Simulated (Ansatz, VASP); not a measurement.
## Hf: VASP beside Ansatz

Contents of INCAR:

```
SYSTEM = Hf
PREC = Accurate
ENCUT = 600
EDIFF = 1E-6
ISMEAR = -1
SIGMA = 0.05
LREAL = .False.
LASPH = .True.
NELM = 100
ALGO = Normal
ISIF = 3
LWAVE = .False.
LCHARG = .False.
GGA = PE
IBRION = 2
NSW = 80
EDIFFG = -0.01
```

File KPOINTS:

```
Automatic mesh
0
Gamma
  14 14 8
  0 0 0
```

File POSCAR:

```
Hf
1.0
    3.1967000000      0.0000000000      0.0000000000
   -1.5983500000      2.7684234083      0.0000000000
    0.0000000000      0.0000000000      5.0578000000
Hf
2
Direct
    0.3333333333      0.6666666667      0.2500000000
    0.6666666667      0.3333333333      0.7500000000
```

Input for Ansatz:

```yaml
crystal:
  lattice:
    - [3.1967, 0.0, 0.0]
    - [-1.59835, 2.7684234083, 0.0]
    - [0.0, 0.0, 5.0578]
  atoms:
    - { symbol: Hf, position: [0.3333333333, 0.6666666667, 0.25] }
    - { symbol: Hf, position: [0.6666666667, 0.3333333333, 0.75] }
basis:
  ecutwfc: 420
  xc_grid: 2
hamiltonian:
  xc: pbe
  pseudopotentials: { kind: paw, azcp: { folder: soft_1 } }
kpoints:
  mp_grid: { grid: [14, 14, 8] }
scf:
  occupations: { method: fermi_dirac, width: 0.05 }
  max_iter: 150
output:
  forces: true
  stress: true
relax:
  f_tol: 0.01
  max_steps: 60
  cell: {}
checkpoint:
  write: "../pbe.run"
  compress: false
  write_wavefunctions: false
  write_every: 100000
```

Alike in both runs: task relaxation of cell and atoms; functional PBE; k mesh 14 × 14 × 8; occupations fermi-dirac, width 0.05 eV; no spin polarisation.

```csv
,VASP,Ansatz
version,VASP 6.6.1,Ansatz 0.2.0
potentials or method,"VASP PAW PBE potentials, release 64 (Hf_pv), cutoff 600 eV",plane-wave PAW DFT
valence electrons in the cell,20,52
```

|  | VASP | Ansatz | Ansatz less VASP |
| --- | --- | --- | --- |
| relaxed volume (Å³/atom) | 22.44 | 22.53 | +0.089 |
| relaxed length of the cell vector where the two differ most in proportion (Å) | 5.056 | 5.065 | +0.0090 |

VASP's potentials hold 20 valence electrons a cell and Ansatz's 52, so a difference there can come from the potentials and not from the codes.

Neither program's run includes spin-orbit coupling.
